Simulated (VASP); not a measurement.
Wanted: the native input for a VASP 6.6.1 run.

| Item | Value |
| --- | --- |
| Task | single point |
| Functional | PBE |
| Potentials or basis | VASP PAW PBE potentials, release 64 (Ag, Cl) |
| Cutoff | 500 eV |
| k mesh | 6 × 6 × 6, shifted |
| Occupations | gaussian, width 0.01 eV |
| Spin | no spin polarisation |
| Dipole correction | no |
| Further INCAR settings | ALGO = Normal; EDIFF = 1e-06; NBANDS = 16; ISYM = 0 |

The structure of AgCl lies in POSCAR:

```
AgCl
1.0
    3.3955880419      0.0000000000      0.0000000000
    0.0000000000      3.3955880419      0.0000000000
    0.0000000000      0.0000000000      3.3955880419
Ag Cl
1 1
Direct
    0.0000000000      0.0000000000      0.0000000000
    0.5000000000      0.5000000000      0.5000000000
```

One way to write it, as run:

INCAR

```
SYSTEM = AgCl
ALGO = Normal ; EDIFF = 1E-6
ENCUT = 500 ; GGA = PE
GGA_COMPAT = .False. ; ISIF = 2
ISMEAR = 0 ; ISYM = 0
LASPH = .True. ; LCHARG = .False.
LREAL = .False. ; LWAVE = .False.
NBANDS = 16 ; NELM = 120
PREC = Accurate ; SIGMA = 0.01
```

KPOINTS

```
Automatic mesh
0
Gamma
  6 6 6
  0 0 0.5
```

Potentials or basis: VASP PAW PBE potentials, release 64 (Ag, Cl).

Command:

```sh
$ cat potpaw_PBE.64/Ag/POTCAR potpaw_PBE.64/Cl/POTCAR > POTCAR
$ mpirun -np 1 vasp_std > vasp.out
```

It gave:

```yaml
Pressure: 1.5 GPa
Band_gap_on_the_k_mesh: 1.02 eV (least direct gap 2.31 eV)
```

Caveat: the structure was generated, so it needn't be the stable form of AgCl; a shifted mesh leaves out Γ, where band edges can lie.

Run time: 2.2 min on 1 thread of Intel Xeon 8259CL, on a shared host, peak memory 0.3 GiB.
